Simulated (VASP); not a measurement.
# C (I4_1/amd) in VASP: a series of runs

C is run at these levels: PBEsol; tasks: single point.

All numbers are computed with VASP 6.6.1; they aren't measurements. Logs are shortened: lines on timing, memory, paths and dates and some standing lists are left out, and cuts for length are marked.

## Step 1: The cell of the first run

It takes space group I4_1/amd (No. 141, tetragonal). Conventional cell: a = 2.365 Å, b = 2.365 Å, c = 4.013 Å, α = 90.00°, β = 90.00°, γ = 90.00°. Within 2.1 Å of C (site symmetry -4m2) lie 4 C at 1.55 Å.

## Step 2: Single point, PBEsol

The input, INCAR:

```
SYSTEM = C
PREC = Accurate
ENCUT = 520
EDIFF = 1E-6
ISMEAR = 0
SIGMA = 0.05
LREAL = .False.
LASPH = .True.
NELM = 60
ALGO = Normal
ISIF = 2
LWAVE = .False.
LCHARG = .True.
GGA = PS
LELF = .True.
LVHAR = .True.
NBANDS = 11
```

The input, KPOINTS:

```
regular mesh
0
Gamma
  12 12 12
  0 0 0
```

The input, POSCAR:

```
C
1.0
    0.0000000000      1.6721312616      2.0065575139
    1.6721312616      0.0000000000      2.0065575139
    1.6721312616      1.6721312616      0.0000000000
C
2
Direct
    0.5000000000      0.5000000000      0.5000000000
    0.7500000000      0.7500000000      0.7500000000
```

Potentials or basis: VASP PAW PBE potentials, release 64 (C).

Command:

```
cat potpaw_PBE.64/C/POTCAR > POTCAR
mpirun -np 1 vasp_std > vasp.out
```

OUTCAR:

```text
SYSTEM = C
   PREC = Accurate
   ENCUT = 520
   EDIFF = 1E-6
   ISMEAR = 0
   LREAL = .False.
   LASPH = .True.
   NELM = 60
   ISIF = 2
   GGA = PS

 ion  position               nearest neighbor table
   1  0.500  0.500  0.500-   2 1.55   2 1.55   2 1.55   2 1.55
   2  0.750  0.750  0.750-   1 1.55   1 1.55   1 1.55   1 1.55

  LATTYP: Found a body centered tetragonal cell.
 ALAT       =     2.3647507082
 C/A-ratio  =     1.6970562748

  Lattice vectors:

 A1 = (  -1.6721312616,   0.0000000000,   2.0065575139)
 A2 = (   1.6721312616,   0.0000000000,   2.0065575139)
 A3 = (   0.0000000000,   1.6721312616,  -2.0065575139)

Analysis of symmetry for initial positions (statically):
=====================================================================
 Subroutine PRICEL returns:
 Original cell was already a primitive cell.

 Routine SETGRP: Setting up the symmetry group for a
 body centered tetragonal supercell.

 Subroutine GETGRP returns: Found 16 space group operations
 (whereof  8 operations were pure point group operations)
 out of a pool of 16 trial point group operations.

The static configuration has the point symmetry D_2d.
 The point group associated with its full space group is D_4h.

Analysis of symmetry for dynamics (positions and initial velocities):
=====================================================================
 Subroutine PRICEL returns:
 Original cell was already a primitive cell.

 Routine SETGRP: Setting up the symmetry group for a
 body centered tetragonal supercell.

 Subroutine GETGRP returns: Found 16 space group operations
 (whereof  8 operations were pure point group operations)
 out of a pool of 16 trial point group operations.

The dynamic configuration has the point symmetry D_2d.
 The point group associated with its full space group is D_4h.

 Subroutine INISYM returns: Found 16 space group operations
 (whereof  8 operations are pure point group operations),
 and found     1 'primitive' translations

----------------------------------------------------------------------------------------

                                     Primitive cell

  volume of cell :      11.2208

  direct lattice vectors                    reciprocal lattice vectors
     0.000000000  1.672131262  2.006557514    -0.299019587  0.299019587  0.249182990
     1.672131262  0.000000000  2.006557514     0.299019587 -0.299019587  0.249182990
     1.672131262  1.672131262  0.000000000     0.299019587  0.299019587 -0.249182990

  length of vectors
     2.611952529  2.611952529  2.364750708     0.490833566  0.490833566  0.490833566

  position of ions in fractional coordinates (direct lattice)
     0.500000000  0.500000000  0.500000000
     0.750000000  0.750000000  0.750000000

  ion indices of the primitive-cell ions
   primitive index   ion index
                 1           1
                 2           2

----------------------------------------------------------------------------------------

 KPOINTS: regular mesh

Automatic generation of k-mesh.
 Grid dimensions read from file:
 generate k-points for:   12   12   12

 Generating k-lattice:

  Cartesian coordinates                     Fractional coordinates (reciprocal lattice)
    -0.024918299  0.024918299  0.020765249     0.083333333  0.000000000  0.000000000
     0.024918299 -0.024918299  0.020765249     0.000000000  0.083333333  0.000000000
     0.024918299  0.024918299 -0.020765249    -0.000000000 -0.000000000  0.083333333

  Length of vectors
     0.040902797  0.040902797  0.040902797

  Shift w.r.t. Gamma in fractional coordinates (k-lattice)
     0.000000000  0.000000000  0.000000000

 Subroutine IBZKPT returns following result:
 ===========================================

 Found    163 irreducible k-points:

 Following reciprocal coordinates:
            Coordinates               Weight
  0.000000  0.000000  0.000000      1.000000
  0.083333 -0.000000  0.000000      8.000000
  0.166667 -0.000000  0.000000      8.000000
  0.250000 -0.000000  0.000000      8.000000
  0.333333  0.000000  0.000000      8.000000
  0.416667 -0.000000  0.000000      8.000000
[... 16 lines left out ...]
  0.500000  0.166667  0.000000      8.000000
 -0.416667  0.166667  0.000000      8.000000
 [... further k-points ...]
   k-points           NKPTS =    163   k-points in BZ     NKDIM =    163   number of bands    NBANDS=     11
   number of dos      NEDOS =    301   number of ions     NIONS =      2
   total plane-waves  NPLWV =   7200
   dimension x,y,z NGX =    20 NGY =   20 NGZ =   18
   dimension x,y,z NGXF=    40 NGYF=   40 NGZF=   36
   ions per type =               2
   NGX,Y,Z   is equivalent  to a cutoff of  12.73, 12.73, 12.65 a.u.
   NGXF,Y,Z  is equivalent  to a cutoff of  25.46, 25.46, 25.31 a.u.
 SYSTEM =  C
   PREC   = accura    normal or accurate (medium, high low for compatibility)
   ISTART =      0    job   : 0-new  1-cont  2-samecut
   ICHARG =      2    charge: 1-file 2-atom 10-const
   ISPIN  =      1    spin polarized calculation?
   LNONCOLLINEAR =      F non collinear calculations
   LSORBIT =      F    spin-orbit coupling
   LASPH  =      T    aspherical Exc in radial PAW
   ENCUT  =  520.0 eV  38.22 Ry    6.18 a.u.   4.86  4.86  4.40*2*pi/ulx,y,z
   NELM   =     60;   NELMIN=  2; NELMDL= -5     # of ELM steps
   EDIFF  = 0.1E-05   stopping-criterion for ELM
   LREAL  =      F    real-space projection
   EDIFFG = 0.1E-04   stopping-criterion for IOM
   NSW    =      0    number of steps for IOM
   IBRION =     -1    ionic relax: 0-MD 1-quasi-New 2-CG
   NFREE  =      0    steps in history (QN), initial steepest desc. (CG)
   ISIF   =      2    stress and relaxation
   ISYM   =      2    0-nonsym 1-usesym 2-fastsym
   POTIM  = 0.5000    time-step for ionic-motion
   TEBEG  =    0.0;   TEEND  =   0.0 temperature during run
   PSTRESS=    0.0 pullay stress
   NELECT =       8.0000    total number of electrons
   NUPDOWN=      -1.0000    fix difference up-down
   EMIN   =  10.00;   EMAX   =-10.00  energy-range for DOS
   EFERMI =   0.00;   METHOD = LEGACY
   ISMEAR =     0;   SIGMA  =   0.05  broadening in eV -4-tet -1-fermi 0-gaus
   EFERMI_NEDOS =   21; number of points for ismear=-14 and -15
   IALGO  =     38    algorithm
   IMIX   =      4    mixing-type and parameters
     AMIX     =   0.40;   BMIX     =  1.00
     AMIX_MAG =   1.60;   BMIX_MAG =  1.00
  volume/ion in A,a.u.               =       5.61        37.86
  Fermi-wavevector in a.u.,A,eV,Ry     =   1.462505  2.763734 29.101788  2.138921
  Thomas-Fermi vector in A             =   2.578710
   LORBIT       =      0    0 simple, 1 ext, 2 COOP (PROOUT), +10 PAW based schemes
   GGA     = PS    functional components
   LHFCALC =     F    Hartree Fock is set to
   AEXX    =    0.0000 exact exchange contribution
   IVDW    =     0    specifies the selected vdW correction
   LEPSILON=     F    determine dielectric tensor
   LRPA    =     F    only Hartree local field effects (RPA)
 non-spin polarized calculation
 Gauss-broadening in eV      SIGMA  =   0.05
  energy-cutoff  :      520.00
  volume of cell :       11.22
 maximum number of plane-waves:       328
   NGX =  9   NGY =  9   NGZ =  9

 number of electron       8.0000000 magnetization

 Free energy of the ion-electron system (eV)
  ---------------------------------------------------
  ext. energy  EPLUGINS =         0.00000000
  ---------------------------------------------------
  free energy    TOTEN  =       -18.44244499 eV

  energy without entropy =      -18.44244499  energy(sigma->0) =      -18.44244499

 E-fermi :  11.3481     XC(G=0): -13.5237

 val. band max:       11.0488852847   @ k =   0.0000   0.0000   0.0000
 cond. band min:      12.8009766812   @ k =   0.4167   0.0000   0.4167
 fundamental gap:      1.7520913965
 Fermi energy:        11.3481431887

 k-point     1 :       0.0000    0.0000    0.0000
  band No.  band energies     occupation
      1     -11.7515      2.00000
      2       7.7013      2.00000
      3      11.0489      2.00000
      4      11.0489      2.00000
      5      15.0684      0.00000
      6      15.0684      0.00000
      7      17.2702      0.00000
      8      22.3812      0.00000
      9      29.3757      0.00000
     10      30.6299      0.00000
     11      32.2598      0.00000

 k-point     2 :       0.0833   -0.0000    0.0000
  band No.  band energies     occupation
      1     -11.5537      2.00000
      2       7.2428      2.00000
      3       9.9450      2.00000
      4      10.7711      2.00000
      5      15.2583      0.00000
      6      15.5236      0.00000
      7      18.0172      0.00000
      8      22.5598      0.00000
      9      29.5135      0.00000
     10      29.8423      0.00000
     11      34.3075      0.00000

 k-point     3 :       0.1667   -0.0000    0.0000
  band No.  band energies     occupation
      1     -10.9621      2.00000
      2       5.7620      2.00000
      3       8.1075      2.00000
      4      10.2147      2.00000
      5      15.3908      0.00000
      6      16.5508      0.00000
      7      19.3910      0.00000
      8      23.1257      0.00000
      9      28.9974      0.00000
     10      30.7463      0.00000
     11      35.7001      0.00000
[... 267 lines left out ...]
 k-point    23 :       0.5000    0.1667    0.0000
  band No.  band energies     occupation
      1      -6.3879      2.00000
      2      -1.6760      2.00000
      3       2.8950      2.00000
      4       7.8621      2.00000
      5      17.6069      0.00000
      6      20.9883      0.00000
      7      21.0126      0.00000
      8      25.6943      0.00000
      9      30.2158      0.00000
     10      31.7852      0.00000
     11      36.9537      0.00000

 k-point    24 :      -0.4167    0.1667    0.0000
  band No.  band energies     occupation
      1      -5.2081      2.00000
      2      -3.0295      2.00000
      3       2.5559      2.00000
      4       8.3174      2.00000
      5      17.6585      0.00000
      6      20.4572      0.00000
      7      21.1695      0.00000
      8      25.1614      0.00000
      9      30.8425      0.00000
     10      33.2070      0.00000
     11      34.7948      0.00000

 [... further k-points ...]

------------------------ aborting loop because EDIFF is reached ----------------------------------------

  FORCE on cell =-STRESS in cart. coord.  units (eV):
  Direction    XX          YY          ZZ          XY          YZ          ZX
  --------------------------------------------------------------------------------------
  -------------------------------------------------------------------------------------
  Total        4.7959879      4.7959879     -9.1349538      0.0000000      0.0000000      0.0000000
  in kB      684.8040557    684.8040557  -1304.3513628      0.0000000      0.0000000      0.0000000
  external PRESSURE =      21.7522495 kB  Pullay stress =       0.0000000 kB

 VOLUME and BASIS-vectors are now :
 -----------------------------------------------------------------------------
  energy-cutoff  :      520.00
  volume of cell :       11.22
      direct lattice vectors                 reciprocal lattice vectors
     0.000000000  1.672131262  2.006557514    -0.299019587  0.299019587  0.249182990
     1.672131262  0.000000000  2.006557514     0.299019587 -0.299019587  0.249182990
     1.672131262  1.672131262  0.000000000     0.299019587  0.299019587 -0.249182990

 POSITION                                       TOTAL-FORCE (eV/Angst)
 -----------------------------------------------------------------------------------
      1.67213      1.67213      2.00656         0.000000      0.000000      0.000000
      2.50820      2.50820      3.00984        -0.000000     -0.000000      0.000000
 -----------------------------------------------------------------------------------
    total drift:                                0.000000     -0.000000      0.000000

  FREE ENERGIE OF THE ION-ELECTRON SYSTEM (eV)
  ---------------------------------------------------
  free  energy   TOTEN  =       -18.4424449871 eV

  energy  without entropy=      -18.4424449871  energy(sigma->0) =      -18.44244499
```

Wall time 9.7 s (1 thread of Intel Xeon Platinum 8375C at 2.90GHz (Ice Lake), shared host); peak memory 0.12 GiB.

What came out:

```
Free energy            : -18.4424 eV
Pressure               : 2.2 GPa
Band gap on the k mesh : 1.75 eV, indirect (least direct gap 4.02 eV)
```

Caveat: the PAW data sets were made with another functional, which shifts forces and pressure a little.

## Step 3: Single point, PBEsol

This run uses another cell than the first one, of the same volume but with other edges.

The input, INCAR:

```
PREC = Accurate
ENCUT = 520
EDIFF = 1E-7
ISMEAR = 0
SIGMA = 0.05
LREAL = False
LASPH = True
NELM = 100
ALGO = Normal
ISIF = 2
LWAVE = False
LCHARG = True
GGA = PS
LELF = True
LVHAR = True
NBANDS = 11
```

The input, KPOINTS:

```
Automatic mesh
0
Gamma
  12 12 12
```

The input, POSCAR:

```
C
1.0
    0.0000000000      1.9303345361      1.5056609382
    1.9303345361      0.0000000000      1.5056609382
    1.9303345361      1.9303345361      0.0000000000
C
2
Direct
    0.5000000000      0.5000000000      0.5000000000
    0.7500000000      0.7500000000      0.7500000000
```

Potentials or basis: VASP PAW PBE potentials, release 64 (C).

Command:

```
cat potpaw_PBE.64/C/POTCAR > POTCAR
mpirun -np 1 vasp_std > vasp.out
```

OUTCAR:

```text
PREC = Accurate
   ENCUT = 520
   EDIFF = 1E-7
   ISMEAR = 0
   LREAL = False
   LASPH = True
   NELM = 100
   ISIF = 2
   GGA = PS

 ion  position               nearest neighbor table
   1  0.500  0.500  0.500-   2 1.56   2 1.56   2 1.56   2 1.56
   2  0.750  0.750  0.750-   1 1.56   1 1.56   1 1.56   1 1.56

  LATTYP: Found a body centered tetragonal cell.
 ALAT       =     2.7299052809
 C/A-ratio  =     1.1030865787

  Lattice vectors:

 A1 = (   0.0000000000,  -1.9303345361,  -1.5056609382)
[... 523 lines left out ...]

------------------------ aborting loop because EDIFF is reached ----------------------------------------

  FORCE on cell =-STRESS in cart. coord.  units (eV):
  Direction    XX          YY          ZZ          XY          YZ          ZX
  --------------------------------------------------------------------------------------
  -------------------------------------------------------------------------------------
  Total       -3.7256478     -3.7256478      7.7193199      0.0000000     -0.0000000      0.0000000
  in kB     -531.9735469   -531.9735469   1102.2174485      0.0000000     -0.0000000      0.0000000
  external PRESSURE =      12.7567849 kB  Pullay stress =       0.0000000 kB

 VOLUME and BASIS-vectors are now :
 -----------------------------------------------------------------------------
  energy-cutoff  :      520.00
  volume of cell :       11.22
      direct lattice vectors                 reciprocal lattice vectors
     0.000000000  1.930334536  1.505660938    -0.259022460  0.259022460  0.332080077
     1.930334536  0.000000000  1.505660938     0.259022460 -0.259022460  0.332080077
     1.930334536  1.930334536  0.000000000     0.259022460  0.259022460 -0.332080077

 POSITION                                       TOTAL-FORCE (eV/Angst)
 -----------------------------------------------------------------------------------
      1.93033      1.93033      1.50566         0.000000      0.000000      0.000000
      2.89550      2.89550      2.25849        -0.000000     -0.000000     -0.000000
 -----------------------------------------------------------------------------------
    total drift:                                0.000000     -0.000000      0.000000

  FREE ENERGIE OF THE ION-ELECTRON SYSTEM (eV)
  ---------------------------------------------------
  free  energy   TOTEN  =       -18.1554838899 eV

  energy  without entropy=      -18.1553538572  energy(sigma->0) =      -18.15541887
```

OSZICAR:

```text
N       E                     dE             d eps       ncg     rms          rms(c)
DAV:   1     0.746026192676E+00    0.74603E+00   -0.47765E+03  3770   0.698E+02
DAV:   2    -0.183659948590E+02   -0.19112E+02   -0.18280E+02  4647   0.126E+02
DAV:   3    -0.187356683841E+02   -0.36967E+00   -0.36866E+00  4158   0.133E+01
DAV:   4    -0.187362757467E+02   -0.60736E-03   -0.60735E-03  3820   0.645E-01
DAV:   5    -0.187362763730E+02   -0.62628E-06   -0.62532E-06  4108   0.197E-02    0.537E+00
DAV:   6    -0.183045825057E+02    0.43169E+00   -0.21789E-01  3706   0.325E+00    0.315E+00
DAV:   7    -0.181552373193E+02    0.14935E+00   -0.25574E-01  3831   0.356E+00    0.652E-01
DAV:   8    -0.181554702195E+02   -0.23290E-03   -0.61149E-03  3778   0.635E-01    0.297E-02
DAV:   9    -0.181554787708E+02   -0.85512E-05   -0.80361E-06  4180   0.263E-02    0.197E-02
DAV:  10    -0.181554840485E+02   -0.52777E-05   -0.19894E-06  3814   0.129E-02    0.306E-03
DAV:  11    -0.181554839238E+02    0.12470E-06   -0.31553E-08  2639   0.151E-03    0.746E-04
DAV:  12    -0.181554838899E+02    0.33882E-07   -0.41998E-09  1862   0.691E-04
   1 F= -.18155484E+02 E0= -.18155419E+02  d E =-.130033E-03
```

stdout:

```text
POSCAR found type information on POSCAR C
 POSCAR found :  1 types and       2 ions
 scaLAPACK will be used
 -----------------------------------------------------------------------------
|                                                                             |
|                                                                             |
|     You enforced a specific xc type in the INCAR file but a different       |
|     I HOPE YOU KNOW WHAT YOU ARE DOING!                                     |
|                                                                             |
 -----------------------------------------------------------------------------

 LDA part: xc-table for (Slater+PW92), standard interpolation
 POSCAR, INCAR and KPOINTS ok, starting setup
 FFT: planning ... GRIDC
 FFT: planning ... GRID_SOFT
 FFT: planning ... GRID
 WAVECAR not read
 entering main loop
```

Run time: 11 s. Hardware: 1 thread of Intel Xeon Platinum 8375C at 2.90GHz (Ice Lake), shared host; peak memory 0.12 GiB.

What came out:

```
Free energy            : -18.1555 eV
Pressure               : 1.3 GPa
Band gap on the k mesh : zero (band 4 reaches 11.90 eV, above the bottom of band 5 at 10.20 eV)
```

Caveat: the PAW data sets were made with another functional, which shifts forces and pressure a little.
